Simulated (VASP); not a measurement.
# C (R-3m) in VASP: notebook

C is run at these levels: LDA; tasks: vibrations by perturbation theory.

Everything below comes from runs of VASP 6.6.1. Logs are shortened: lines on timing, memory, paths and dates and some standing lists are left out, and cuts for length are marked.

### 1 The cell of the first run

The structure is trigonal, space group R-3m (No. 166). The conventional cell has a = 2.445 Å, b = 2.445 Å, c = 9.912 Å, α = 90.00°, β = 90.00°, γ = 120.00°. C (site symmetry 3m) has 3 C at 1.41 Å within 1.9 Å.

### 2 Vibrations by perturbation theory, LDA

Input file INCAR:

```
SYSTEM = C
PREC = Accurate
ENCUT = 520
EDIFF = 1E-8
ISMEAR = 0
SIGMA = 0.01
LREAL = .FALSE.
LASPH = .TRUE.
NELM = 100
ALGO = Normal
ISIF = 2
LWAVE = .FALSE.
LCHARG = .FALSE.
NBANDS = 11
IBRION = 8
NSW = 1
LEPSILON = .TRUE.
```

Input file KPOINTS:

```
regular mesh
0
G
  12 12 12
  0 0 0
```

Input file POSCAR:

```
C
1.0
    1.2225045436      0.7058133274      3.3039528707
   -1.2225045436      0.7058133274      3.3039528707
    0.0000000000     -1.4116266547      3.3039528707
C
2
Direct
    0.1665713917      0.1665713917      0.1665713917
    0.8334286083      0.8334286083      0.8334286083
```

Potentials or basis: VASP PAW LDA potentials, release 64 (C).

On the command line:

```bash
$ cat potpaw_LDA.64/C/POTCAR > POTCAR
$ mpirun -np 1 vasp_std > vasp.out
```

OUTCAR:

```text
SYSTEM = C
   PREC = Accurate
   ENCUT = 520
   EDIFF = 1E-8
   ISMEAR = 0
   LREAL = .FALSE.
   LASPH = .TRUE.
   NELM = 100
   ISIF = 2
   IBRION = 8
   NSW = 1
   LEPSILON = .TRUE.

 ion  position               nearest neighbor table
   1  0.167  0.167  0.167-   2 1.41   2 1.41   2 1.41
   2  0.833  0.833  0.833-   1 1.41   1 1.41   1 1.41

  LATTYP: Found a trigonal (rhomboedric) cell.
 ALAT       =     3.5928810701
 COS(alpha) =     0.7684497383

  Lattice vectors:

 A1 = (   1.2225045436,   0.7058133274,   3.3039528707)
 A2 = (  -1.2225045436,   0.7058133274,   3.3039528707)
 A3 = (   0.0000000000,  -1.4116266547,   3.3039528707)

Analysis of symmetry for initial positions (statically):
=====================================================================
 Subroutine PRICEL returns:
 Original cell was already a primitive cell.

 Routine SETGRP: Setting up the symmetry group for a
 trigonal (rhombohedral) supercell.

 Subroutine GETGRP returns: Found 12 space group operations
 (whereof 12 operations were pure point group operations)
 out of a pool of 12 trial point group operations.

The static configuration has the point symmetry D_3d.

Analysis of symmetry for dynamics (positions and initial velocities):
=====================================================================
 Subroutine PRICEL returns:
 Original cell was already a primitive cell.

 Routine SETGRP: Setting up the symmetry group for a
 trigonal (rhombohedral) supercell.

 Subroutine GETGRP returns: Found 12 space group operations
 (whereof 12 operations were pure point group operations)
 out of a pool of 12 trial point group operations.

The dynamic configuration has the point symmetry D_3d.

 Subroutine INISYM returns: Found 12 space group operations
 (whereof 12 operations are pure point group operations),
 and found     1 'primitive' translations

----------------------------------------------------------------------------------------
[... 573 lines left out ...]
           0.000000     0.000000     5.092507
 ------------------------------------------------------

 PIEZOELECTRIC TENSOR (including local field effects)  for field in x, y, z        (e  Angst)
          XX          YY          ZZ          XY          YZ          ZX
  --------------------------------------------------------------------------------
  x     0.00000     0.00000     0.00000     0.00000     0.00000     0.00000
  y     0.00000     0.00000     0.00000     0.00000     0.00000     0.00000
  z     0.00000     0.00000     0.00000     0.00000     0.00000     0.00000

 PIEZOELECTRIC TENSOR (including local field effects)  for field in x, y, z        (C/m^2)
          XX          YY          ZZ          XY          YZ          ZX
  --------------------------------------------------------------------------------
  x     0.00000     0.00000     0.00000     0.00000     0.00000     0.00000
  y     0.00000     0.00000     0.00000     0.00000     0.00000     0.00000
  z     0.00000     0.00000     0.00000     0.00000     0.00000     0.00000

 BORN EFFECTIVE CHARGES (including local field effects) (in |e|, cummulative output)
 ---------------------------------------------------------------------------------
 ion    1
    1     0.00000     0.00000     0.00000
    2     0.00000     0.00000     0.00000
    3     0.00000     0.00000     0.00000
 ion    2
    1     0.00000     0.00000     0.00000
    2     0.00000     0.00000     0.00000
    3     0.00000     0.00000     0.00000

 INTERNAL STRAIN TENSOR FOR ION    2 for displacements in x,y,z  (eV/Angst):
          X           Y           Z          XY          YZ          ZX
  --------------------------------------------------------------------------------
  x     0.00000     0.00000     0.00000   -13.33198     0.00000    -0.07993
  y   -13.33198    13.33198    -0.00000     0.00000    -0.03448    -0.00000
  z     0.06044     0.06044    -0.30336     0.00000    -0.00000    -0.00000

 SECOND DERIVATIVES (NOT SYMMETRIZED)
 ------------------------------------
               1X          1Y          1Z          2X          2Y          2Z
  1X   -56.535200   -0.000000    0.000000   56.535200    0.000000   -0.000000
  1Y     0.000000  -56.535200   -0.000000    0.000000   56.535200    0.000000
  1Z     0.000000   -0.000000  -17.160071    0.000000    0.000000   17.160071
  2X    56.535200    0.000000   -0.000000  -56.535200   -0.000000    0.000000
  2Y     0.000000   56.535200    0.000000    0.000000  -56.535200   -0.000000
  2Z     0.000000    0.000000   17.160071    0.000000   -0.000000  -17.160071

 Eigenvectors and eigenvalues of the dynamical matrix
 ----------------------------------------------------

   1 f  =   47.966233 THz   301.380728 2PiTHz 1599.981296 cm-1   198.372309 meV
             X         Y         Z           dx          dy          dz
      0.000000  0.000000  1.651032    -0.000000    0.707107    0.000000
      0.000000  0.000000  8.260827     0.000000   -0.707107   -0.000000
[... 16 lines left out ...]
   5 f  =    0.000000 THz     0.000002 2PiTHz    0.000008 cm-1     0.000001 meV
             X         Y         Z           dx          dy          dz
      0.000000  0.000000  1.651032     0.705619    0.045579   -0.004948
      0.000000  0.000000  8.260827     0.705619    0.045579   -0.004948

   6 f/i=    0.000001 THz     0.000005 2PiTHz    0.000028 cm-1     0.000003 meV
             X         Y         Z           dx          dy          dz
      0.000000  0.000000  1.651032     0.003024    0.029877    0.706469
      0.000000  0.000000  8.260827     0.003024    0.029877    0.706469

--------------------------------------------------------------------------------------------------------

 MACROSCOPIC STATIC DIELECTRIC TENSOR IONIC CONTRIBUTION
 ------------------------------------------------------
           0.000000     0.000000     0.000000
           0.000000     0.000000     0.000000
           0.000000     0.000000     0.000000
 ------------------------------------------------------

 ELASTIC MODULI CONTR FROM IONIC RELAXATION (kBar)
 Direction    XX          YY          ZZ          XY          YZ          ZX
 --------------------------------------------------------------------------------
 XX        -294.4999    294.4601      0.1001      0.0000     -0.7616      0.0000
 YY         294.4601   -294.4999      0.1001     -0.0000      0.7616     -0.0000
 ZZ           0.1001      0.1001     -0.5023      0.0000     -0.0000      0.0000
 XY           0.0000     -0.0000      0.0000   -294.4800      0.0000     -1.7655
 YZ          -0.7616      0.7616     -0.0000      0.0000     -0.0020      0.0000
 ZX           0.0000     -0.0000      0.0000     -1.7655      0.0000     -0.0106
 --------------------------------------------------------------------------------

 PIEZOELECTRIC TENSOR IONIC CONTR  for field in x, y, z        (C/m^2)
          XX          YY          ZZ          XY          YZ          ZX
  --------------------------------------------------------------------------------
  x     0.00000     0.00000     0.00000     0.00000     0.00000     0.00000
  y     0.00000     0.00000     0.00000     0.00000     0.00000     0.00000
  z     0.00000     0.00000     0.00000     0.00000     0.00000     0.00000
```

Wall time 9.3 min (1 thread of Intel Xeon Platinum 8488C (Sapphire Rapids), shared host); peak memory 0.43 GiB.

What came out:

* Electronic dielectric tensor (diagonal): 32.24, 32.24, 5.09
* Born charges (mean of the diagonal): C +0.00 e
* Highest phonon frequency at Γ: 1600 cm⁻¹

Phonon frequencies in cm⁻¹ (negative: imaginary):
| q point | frequencies |
| --- | --- |
| (0.000, 0.000, 0.000) | 0 0 0 881 1600 1600 |

Electronic dielectric tensor:
```
32.24  0.00  0.00
 0.00 32.24  0.00
 0.00  0.00  5.09
```

Born effective charge tensors (e):
atom 1, C
```
0.00 0.00 0.00
0.00 0.00 0.00
0.00 0.00 0.00
```
atom 2, C
```
0.00 0.00 0.00
0.00 0.00 0.00
0.00 0.00 0.00
```

### 3 Vibrations by perturbation theory, LDA (8.72 Å³/atom)

This run uses another cell than the first one, of 8.72 Å³/atom.

Input file INCAR:

```
  PREC = Accurate
  ENCUT = 520
  EDIFF = 1E-8
  ISMEAR = 0
  SIGMA = 0.01
  LREAL = F
  LASPH = T
  NELM = 60
  ALGO = Normal
  ISIF = 2
  LWAVE = F
  LCHARG = T
  GGA = CA
  IBRION = 8
  NSW = 1
  LEPSILON = T
```

Input file KPOINTS:

```
Automatic mesh
0
Gamma
  12 12 12
```

Input file POSCAR:

```
C
1.0
    1.2230706885      0.7061401912      3.3669127545
   -1.2230706885      0.7061401912      3.3669127545
    0.0000000000     -1.4122803825      3.3669127545
C
2
Direct
    0.1665851664      0.1665851664      0.1665851664
    0.8334148336      0.8334148336      0.8334148336
```

Potentials or basis: VASP PAW LDA potentials, release 64 (C).

On the command line:

```bash
$ cat potpaw_LDA.64/C/POTCAR > POTCAR
$ mpirun -np 1 vasp_std > vasp.out
```

OUTCAR:

```text
PREC = Accurate
   ENCUT = 520
   EDIFF = 1E-8
   ISMEAR = 0
   LREAL = F
   LASPH = T
   NELM = 60
   ISIF = 2
   GGA = CA
   IBRION = 8
   NSW = 1
   LEPSILON = T

 ion  position               nearest neighbor table
   1  0.167  0.167  0.167-   2 1.41   2 1.41   2 1.41
   2  0.833  0.833  0.833-   1 1.41   1 1.41   1 1.41

  LATTYP: Found a trigonal (rhomboedric) cell.
 ALAT       =     3.6511145388
[... 592 lines left out ...]
      0.000000 -0.000000  1.682633    -0.707107    0.000000   -0.000000
      0.000000 -0.000000  8.418105     0.707107   -0.000000   -0.000000
[... 21 lines left out ...]
   6 f  =    0.000000 THz     0.000001 2PiTHz    0.000006 cm-1     0.000001 meV
             X         Y         Z           dx          dy          dz
      0.000000 -0.000000  1.682633     0.707107    0.000000    0.000000
      0.000000 -0.000000  8.418105     0.707107    0.000000    0.000000

--------------------------------------------------------------------------------------------------------

 MACROSCOPIC STATIC DIELECTRIC TENSOR IONIC CONTRIBUTION
 ------------------------------------------------------
           0.000000     0.000000     0.000000
           0.000000     0.000000     0.000000
           0.000000     0.000000     0.000000
 ------------------------------------------------------

 ELASTIC MODULI CONTR FROM IONIC RELAXATION (kBar)
 Direction    XX          YY          ZZ          XY          YZ          ZX
 --------------------------------------------------------------------------------
 XX        -278.3427    278.3166      0.0691     -0.0000     -0.5836     -0.0000
 YY         278.3166   -278.3427      0.0691      0.0000      0.5836      0.0000
 ZZ           0.0691      0.0691     -0.3663     -0.0000      0.0000     -0.0000
 XY          -0.0000      0.0000     -0.0000   -278.3297     -0.0000     -1.4488
 YZ          -0.5836      0.5836      0.0000     -0.0000     -0.0012     -0.0000
 ZX          -0.0000      0.0000     -0.0000     -1.4488     -0.0000     -0.0075
 --------------------------------------------------------------------------------

 PIEZOELECTRIC TENSOR IONIC CONTR  for field in x, y, z        (C/m^2)
          XX          YY          ZZ          XY          YZ          ZX
  --------------------------------------------------------------------------------
  x     0.00000     0.00000     0.00000     0.00000     0.00000     0.00000
  y     0.00000     0.00000     0.00000     0.00000     0.00000     0.00000
  z     0.00000     0.00000     0.00000     0.00000     0.00000     0.00000
```

OSZICAR:

```text
N       E                     dE             d eps       ncg     rms          rms(c)
DAV:   1     0.495657809163E+01    0.49566E+01   -0.48561E+03  3128   0.916E+02
DAV:   2    -0.213735327975E+02   -0.26330E+02   -0.24438E+02  4760   0.130E+02
DAV:   3    -0.216671104653E+02   -0.29358E+00   -0.29358E+00  3576   0.170E+01
DAV:   4    -0.216681927887E+02   -0.10823E-02   -0.10823E-02  5168   0.107E+00
[... 147 lines left out ...]
RMM:   9    -0.121970005364E+00    0.33127E-06   -0.28533E-07  4943   0.180E-04    0.438E-06
RMM:  10    -0.121970060318E+00   -0.54954E-07   -0.29214E-07  5560   0.111E-04    0.169E-06
RMM:  11    -0.121970060276E+00    0.41521E-10   -0.26554E-07  4743   0.987E-05    0.496E-07
RMM:  12    -0.121970057218E+00    0.30586E-08   -0.22047E-07  3758   0.976E-05    0.884E-08
 Linear response finished
```

It took 6.9 min on 1 thread of Intel Xeon Platinum 8488C (Sapphire Rapids), shared host; peak memory 0.37 GiB.

Results:

```
Electronic dielectric tensor (diagonal) : 39.33, 39.33, 5.22
Born charges (mean of the diagonal)     : C +0.00 e
Highest phonon frequency at Γ           : 1595 cm⁻¹
```

Phonon frequencies in cm⁻¹ (negative: imaginary):
| q point | frequencies |
| --- | --- |
| (0.000, 0.000, 0.000) | 0 0 0 883 1595 1595 |

Electronic dielectric tensor:
```
39.33  0.00  0.00
 0.00 39.33  0.00
 0.00  0.00  5.22
```

Born effective charge tensors (e):
atom 1, C
```
0.00 0.00 0.00
0.00 0.00 0.00
0.00 0.00 0.00
```
atom 2, C
```
0.00 0.00 0.00
0.00 0.00 0.00
0.00 0.00 0.00
```
